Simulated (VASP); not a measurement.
# ZrB2 (P6/mmm) in VASP: notebook

ZrB2 is run at these levels: PBE+D3(BJ), PBE+D4, PBE-based screened hybrid; tasks: relaxation of cell and atoms, single point.

Program: VASP 6.6.1. These are calculated values, not measurements. Logs are shortened: lines on timing, memory, paths and dates and some standing lists are left out, and cuts for length are marked.

**1. The cell of the first run**

It takes space group P6/mmm (No. 191, hexagonal). The conventional cell has a = 3.170 Å, b = 3.170 Å, c = 3.533 Å, α = 90.00°, β = 90.00°, γ = 120.00°. Within 3.4 Å of Zr (site symmetry 6/mmm) lie 12 B at 2.54 Å and 6 Zr at 3.17 Å. B (site symmetry -6m2) has 3 B at 1.83 Å within 2.4 Å.

**2. Relaxation of cell and atoms, PBE+D3(BJ)**

Input file INCAR:

```
SYSTEM = ZrB2
ALGO = Normal
EDIFF = 1E-6
EDIFFG = -0.01
ENCUT = 600
GGA = PE
IBRION = 2
ISIF = 3
ISMEAR = -1
IVDW = 12
LASPH = .True.
LCHARG = .False.
LREAL = .False.
LWAVE = .False.
NELM = 60
NSW = 60
PREC = Accurate
SIGMA = 0.05
```

Input file KPOINTS:

```
k-points
0
Gamma
  10 10 8
  0 0 0
```

Input file POSCAR:

```
ZrB2
1.0
    3.1700000000      0.0000000000      0.0000000000
   -1.5850000000      2.7453005300      0.0000000000
    0.0000000000      0.0000000000      3.5330000000
Zr B
1 2
Direct
    0.0000000000      0.0000000000      0.0000000000
    0.6666666667      0.3333333333      0.5000000000
    0.3333333333      0.6666666667      0.5000000000
```

Potentials or basis: VASP PAW PBE potentials, release 64 (Zr_sv, B).

Launch:

```sh
cat potpaw_PBE.64/Zr_sv/POTCAR potpaw_PBE.64/B/POTCAR > POTCAR
mpirun -np 1 vasp_std > vasp.out
```

OUTCAR:

```text
SYSTEM = ZrB2
   EDIFF = 1E-6
   EDIFFG = -0.01
   ENCUT = 600
   GGA = PE
   IBRION = 2
   ISIF = 3
   ISMEAR = -1
   IVDW = 12
   LASPH = .True.
   LREAL = .False.
   NELM = 60
   NSW = 60
   PREC = Accurate
 IVDW          = 12

 ion  position               nearest neighbor table
   1  0.000  0.000  0.000-   2 2.54   3 2.54   2 2.54   3 2.54   2 2.54   2 2.54   3 2.54   3 2.54
                             2 2.54   2 2.54   3 2.54   3 2.54
   2  0.667  0.333  0.500-   3 1.83   3 1.83   3 1.83   1 2.54   1 2.54   1 2.54   1 2.54   1 2.54
                             1 2.54
   3  0.333  0.667  0.500-   2 1.83   2 1.83   2 1.83   1 2.54   1 2.54   1 2.54   1 2.54   1 2.54
                             1 2.54

  LATTYP: Found a hexagonal cell.
 ALAT       =     3.1700000000
 C/A-ratio  =     1.1145110410

  Lattice vectors:

 A1 = (   3.1700000000,   0.0000000000,   0.0000000000)
 A2 = (  -1.5850000000,   2.7453005300,   0.0000000000)
 A3 = (   0.0000000000,   0.0000000000,   3.5330000000)

Analysis of symmetry for initial positions (statically):
=====================================================================
 Subroutine PRICEL returns:
 Original cell was already a primitive cell.

 Routine SETGRP: Setting up the symmetry group for a
 hexagonal supercell.

 Subroutine GETGRP returns: Found 24 space group operations
 (whereof 24 operations were pure point group operations)
 out of a pool of 24 trial point group operations.

The static configuration has the point symmetry D_6h.

Analysis of symmetry for dynamics (positions and initial velocities):
=====================================================================
 Subroutine PRICEL returns:
 Original cell was already a primitive cell.

 Routine SETGRP: Setting up the symmetry group for a
 hexagonal supercell.

 Subroutine GETGRP returns: Found 24 space group operations
 (whereof 24 operations were pure point group operations)
 out of a pool of 24 trial point group operations.

The dynamic configuration has the point symmetry D_6h.

 Subroutine INISYM returns: Found 24 space group operations
 (whereof 24 operations are pure point group operations),
 and found     1 'primitive' translations

----------------------------------------------------------------------------------------

                                     Primitive cell

  volume of cell :      30.7463

  direct lattice vectors                    reciprocal lattice vectors
     3.170000000  0.000000000  0.000000000     0.315457413  0.182129422  0.000000000
    -1.585000000  2.745300530  0.000000000     0.000000000  0.364258845  0.000000000
     0.000000000  0.000000000  3.533000000     0.000000000  0.000000000  0.283045570

  length of vectors
     3.170000000  3.170000000  3.533000000     0.364258845  0.364258845  0.283045570

  position of ions in fractional coordinates (direct lattice)
     0.000000000  0.000000000  0.000000000
     0.666666667  0.333333333  0.500000000
     0.333333333  0.666666667  0.500000000

  ion indices of the primitive-cell ions
   primitive index   ion index
                 1           1
                 2           2
                 3           3

----------------------------------------------------------------------------------------

 KPOINTS: k-points

Automatic generation of k-mesh.
 Grid dimensions read from file:
 generate k-points for:   10   10    8

 Generating k-lattice:

  Cartesian coordinates                     Fractional coordinates (reciprocal lattice)
     0.031545741  0.018212942  0.000000000     0.100000000  0.000000000  0.000000000
     0.000000000  0.036425884  0.000000000     0.000000000  0.100000000  0.000000000
     0.000000000  0.000000000  0.035380696     0.000000000  0.000000000  0.125000000

  Length of vectors
     0.036425884  0.036425884  0.035380696

  Shift w.r.t. Gamma in fractional coordinates (k-lattice)
     0.000000000  0.000000000  0.000000000

 Subroutine IBZKPT returns following result:
 ===========================================

 Found     70 irreducible k-points:

 Following reciprocal coordinates:
            Coordinates               Weight
  0.000000  0.000000  0.000000      1.000000
  0.100000 -0.000000  0.000000      6.000000
  0.200000 -0.000000  0.000000      6.000000
  0.300000  0.000000  0.000000      6.000000
  0.400000  0.000000  0.000000      6.000000
  0.500000  0.000000  0.000000      3.000000
[... 16 lines left out ...]
  0.300000  0.100000  0.125000     24.000000
  0.400000  0.100000  0.125000     24.000000
 [... further k-points ...]
   k-points           NKPTS =     70   k-points in BZ     NKDIM =     70   number of bands    NBANDS=     13
   number of dos      NEDOS =    301   number of ions     NIONS =      3
   total plane-waves  NPLWV =  21952
   dimension x,y,z NGX =    28 NGY =   28 NGZ =   28
   dimension x,y,z NGXF=    56 NGYF=   56 NGZF=   56
   ions per type =               1   2
   NGX,Y,Z   is equivalent  to a cutoff of  14.68, 14.68, 13.18 a.u.
   NGXF,Y,Z  is equivalent  to a cutoff of  29.37, 29.37, 26.35 a.u.
 SYSTEM =  ZrB2
   PREC   = accura    normal or accurate (medium, high low for compatibility)
   ISTART =      0    job   : 0-new  1-cont  2-samecut
   ICHARG =      2    charge: 1-file 2-atom 10-const
   ISPIN  =      1    spin polarized calculation?
   LNONCOLLINEAR =      F non collinear calculations
   LSORBIT =      F    spin-orbit coupling
   LASPH  =      T    aspherical Exc in radial PAW
   ENCUT  =  600.0 eV  44.10 Ry    6.64 a.u.   6.33  6.33  7.06*2*pi/ulx,y,z
   NELM   =     60;   NELMIN=  2; NELMDL= -5     # of ELM steps
   EDIFF  = 0.1E-05   stopping-criterion for ELM
   LREAL  =      F    real-space projection
   EDIFFG = -.1E-01   stopping-criterion for IOM
   NSW    =     60    number of steps for IOM
   IBRION =      2    ionic relax: 0-MD 1-quasi-New 2-CG
   NFREE  =      1    steps in history (QN), initial steepest desc. (CG)
   ISIF   =      3    stress and relaxation
   ISYM   =      2    0-nonsym 1-usesym 2-fastsym
   POTIM  = 0.5000    time-step for ionic-motion
   TEBEG  =    0.0;   TEEND  =   0.0 temperature during run
   PSTRESS=    0.0 pullay stress
   NELECT =      18.0000    total number of electrons
   NUPDOWN=      -1.0000    fix difference up-down
   EMIN   =  10.00;   EMAX   =-10.00  energy-range for DOS
   EFERMI =   0.00;   METHOD = LEGACY
   ISMEAR =    -1;   SIGMA  =   0.05  broadening in eV -4-tet -1-fermi 0-gaus
   EFERMI_NEDOS =   21; number of points for ismear=-14 and -15
   IALGO  =     38    algorithm
   IMIX   =      4    mixing-type and parameters
     AMIX     =   0.40;   BMIX     =  1.00
     AMIX_MAG =   1.60;   BMIX_MAG =  1.00
  volume/ion in A,a.u.               =      10.25        69.16
  Fermi-wavevector in a.u.,A,eV,Ry     =   1.369519  2.588016 25.518847  1.875582
  Thomas-Fermi vector in A             =   2.495387
   LORBIT       =      0    0 simple, 1 ext, 2 COOP (PROOUT), +10 PAW based schemes
   GGA     = PE    functional components
   LHFCALC =     F    Hartree Fock is set to
   AEXX    =    0.0000 exact exchange contribution
   IVDW    =    12    specifies the selected vdW correction
   LEPSILON=     F    determine dielectric tensor
   LRPA    =     F    only Hartree local field effects (RPA)
 conjugate gradient relaxation of ions
 non-spin polarized calculation
  energy-cutoff  :      600.00
  volume of cell :       30.75
 maximum number of plane-waves:      1046
 NGX is ok and might be reduce to    28
   NGX = 13   NGY = 13   NGZ = 15

--------------------------------------- Ionic step        1  -------------------------------------------

 number of electron      18.0000000 magnetization

 Free energy of the ion-electron system (eV)
  ---------------------------------------------------
  ext. energy  EPLUGINS =         0.00000000
  ---------------------------------------------------
  free energy    TOTEN  =       -24.97762575 eV

  energy without entropy =      -24.97479122  energy(sigma->0) =      -24.97620848

------------------------ aborting loop because EDIFF is reached ----------------------------------------

 Edisp (eV)   -1.16986

 E8    (eV) :    -0.5165

  FORCE on cell =-STRESS in cart. coord.  units (eV):
  Direction    XX          YY          ZZ          XY          YZ          ZX
  --------------------------------------------------------------------------------------
  -------------------------------------------------------------------------------------
  Total      -1.10556    -1.10556    -0.82837     0.00000     0.00000     0.00000
  in kB     -57.61021   -57.61021   -43.16604     0.00000     0.00000     0.00000
  external pressure =      -52.80 kB  Pullay stress =        0.00 kB
[... 145 lines left out ...]
  energy  without entropy=      -26.1562187789  energy(sigma->0) =      -26.15758632

--------------------------------------- Ionic step        5  -------------------------------------------

 number of electron      18.0000000 magnetization

 Free energy of the ion-electron system (eV)
  ---------------------------------------------------
  ext. energy  EPLUGINS =         0.00000000
  ---------------------------------------------------
  free energy    TOTEN  =       -24.96214121 eV

  energy without entropy =      -24.95941982  energy(sigma->0) =      -24.96078052

 E-fermi :  10.6818     XC(G=0): -12.5477

 val. band max:       10.6493983357   @ k =   0.2000   0.2000   0.1250
 cond. band min:      10.8341850537   @ k =   0.0000   0.0000   0.2500
 fundamental gap:      0.1847867180
 Fermi energy:        10.6818466157

 k-point     1 :       0.0000    0.0000    0.0000
  band No.  band energies     occupation
      1     -37.7948      2.00000
      2     -15.9923      2.00000
      3     -15.4054      2.00000
      4     -15.4054      2.00000
      5      -2.0617      2.00000
      6       8.1187      2.00000
      7       8.1187      2.00000
      8       8.1300      2.00000
      9       8.4132      2.00000
     10      14.2765      0.00000
     11      14.2765      0.00000
     12      15.0360      0.00000
     13      15.0360      0.00000
[... 353 lines left out ...]
 k-point    24 :       0.4000    0.1000    0.1250
  band No.  band energies     occupation
      1     -37.6628      2.00000
      2     -16.3590      2.00000
      3     -15.8485      2.00000
      4     -15.6884      2.00000
      5       1.4516      2.00000
      6       2.7123      2.00000
      7       6.5045      2.00000
      8       7.2607      2.00000
      9       8.6721      2.00000
     10      11.9498      0.00000
     11      14.5682      0.00000
     12      14.8287      0.00000
     13      16.5427      0.00000

 [... further k-points ...]

------------------------ aborting loop because EDIFF is reached ----------------------------------------

 Edisp (eV)   -1.19683

 E8    (eV) :    -0.5285

  FORCE on cell =-STRESS in cart. coord.  units (eV):
  Direction    XX          YY          ZZ          XY          YZ          ZX
  --------------------------------------------------------------------------------------
  -------------------------------------------------------------------------------------
  Total       0.01780     0.01780     0.01882     0.00000     0.00000    -0.00000
  in kB       0.94837     0.94837     1.00259     0.00000     0.00000    -0.00000
  external pressure =        0.97 kB  Pullay stress =        0.00 kB
[... 18 lines left out ...]
  FREE ENERGIE OF THE ION-ELECTRON SYSTEM (eV)
  ---------------------------------------------------
  free  energy   TOTEN  =       -26.1589721339 eV

  energy  without entropy=      -26.1562507417  energy(sigma->0) =      -26.15761144

 reached required accuracy - stopping structural energy minimisation
```

Run time: 57 s. Hardware: 1 thread of Intel Xeon Platinum 8488C (Sapphire Rapids), shared host; peak memory 0.19 GiB.

What came out:

| Item | Value |
| --- | --- |
| Free energy | -26.1590 eV |
| Relaxed volume | 10.02 Å³/atom |
| Relaxed cell | a = 3.144 Å, b = 3.144 Å, c = 3.514 Å, α = 90.00°, β = 90.00°, γ = 120.00° |
| Space group after relaxing (to 0.05 Å) | P6/mmm (No. 191) |
| Energy gained by relaxing | 3.8 meV/atom |
| Ionic steps | 5 |
| Pressure after relaxing | 0.1 GPa |
| Band gap on the k mesh | zero (band 9 reaches 11.39 eV, above the bottom of band 10 at 10.53 eV) |
| Dispersion energy per atom | -0.399 eV |

Step by step:
| step | energy change (eV) | largest force (eV/Å) | pressure (GPa) | volume (Å³) |
| --- | --- | --- | --- | --- |
| 1 | 0.0000 | 0.0000 | -5.28 | 30.75 |
| 2 | 0.0067 | 0.0000 | 7.29 | 29.27 |
| 3 | -0.0115 | 0.0000 | 0.02 | 30.08 |
| 4 | -0.0115 | 0.0000 | 0.08 | 30.07 |
| 5 | -0.0115 | 0.0000 | 0.10 | 30.07 |

Final structure:
```
CELL_PARAMETERS angstrom
3.14359 0.00000 0.00000
-1.57180 2.72243 0.00000
0.00000 0.00000 3.51365
ATOMIC_POSITIONS crystal
Zr 0.00000 0.00000 0.00000
B 0.66667 0.33333 0.50000
B 0.33333 0.66667 0.50000
```

Levels at points of the mesh, in eV from the Fermi level:
| k point | band 6 | band 7 | band 8 | band 9 | band 10 | band 11 | band 12 | band 13 |
| --- | --- | --- | --- | --- | --- | --- | --- | --- |
| (0.00, 0.00, 0.00) | -2.56 | -2.56 | -2.55 | -2.27 | 3.59 | 3.59 | 4.35 | 4.35 |
| (0.50, 0.00, 0.00) | -8.43 | -3.90 | -2.99 | -2.65 | 2.36 | 2.46 | 5.18 | 5.24 |
| (0.00, 0.00, 0.50) | -6.93 | -0.87 | -0.87 | 0.46 | 0.46 | 0.89 | 0.89 | 1.93 |
| (0.50, 0.00, 0.50) | -6.94 | -4.58 | -4.11 | -1.86 | 3.92 | 4.30 | 5.56 | 6.49 |

Caveat: pairwise dispersion overbinds metals, which lowers pressure and volume.

**3. Relaxation of cell and atoms, PBE+D4**

Input file INCAR:

```
PREC = Accurate ; ENCUT = 600
EDIFF = 1E-6 ; ISMEAR = -1
SIGMA = 0.05 ; LREAL = F
LASPH = T ; NELM = 100
ALGO = Normal ; ISIF = 3
LWAVE = F ; LCHARG = F
GGA = PE ; IVDW = 13
IBRION = 2 ; NSW = 60
EDIFFG = -0.01
```

Input file KPOINTS:

```
regular mesh
0
Gamma
  10 10 8
```

POSCAR is that of step 2.

Potentials or basis: VASP PAW PBE potentials, release 64 (Zr_sv, B).

Launch:

```sh
cat potpaw_PBE.64/Zr_sv/POTCAR potpaw_PBE.64/B/POTCAR > POTCAR
mpirun -np 1 vasp_std > vasp.out
```

It took 65 s on 1 thread of Intel Xeon Platinum 8488C (Sapphire Rapids), shared host; peak memory 0.19 GiB.

Results (log left out):

```
Free energy                            : -25.9286 eV
Relaxed volume                         : 10.04 Å³/atom
Relaxed cell                           : a = 3.152 Å, b = 3.152 Å, c = 3.502 Å, α = 90.00°, β = 90.00°, γ = 120.00°
Space group after relaxing (to 0.05 Å) : P6/mmm (No. 191)
Energy gained by relaxing              : 3.2 meV/atom
Ionic steps                            : 4
Pressure after relaxing                : 0.0 GPa
Band gap on the k mesh                 : zero (band 9 reaches 11.31 eV, above the bottom of band 10 at 10.51 eV)
Dispersion energy per atom             : -0.322 eV
```

Step by step:
```csv
step,energy change (eV),largest force (eV/Å),pressure (GPa),volume (Å³)
1,0.0000,0.0000,-4.77,30.75
2,0.0046,0.0000,6.38,29.41
3,-0.0094,0.0000,0.03,30.13
4,-0.0095,0.0000,-0.01,30.13
```

Final structure:
```
Zr B
1.0
     3.15225    0.00000    0.00000
    -1.57613    2.72993    0.00000
     0.00000    0.00000    3.50155
Zr B
1 2
Cartesian
  1.5761 2.7299 3.5015
  1.5761 0.9100 1.7508
  0.0000 1.8200 1.7508
```

Levels at points of the mesh, in eV from the Fermi level:
```csv
k point,band 7,band 8,band 9,band 10,band 11,band 12
"(0.00, 0.00, 0.00)",-2.60,-2.53,-2.22,3.58,3.58,4.40
"(0.50, 0.00, 0.00)",-3.85,-2.99,-2.65,2.37,2.46,5.12
"(0.00, 0.00, 0.50)",-0.89,-0.89,0.40,0.40,0.88,0.88
"(0.50, 0.00, 0.50)",-4.60,-4.11,-1.87,3.98,4.26,5.51
```

Caveat: pairwise dispersion overbinds metals, which lowers pressure and volume.

(Part 1 of 2 ends here.)
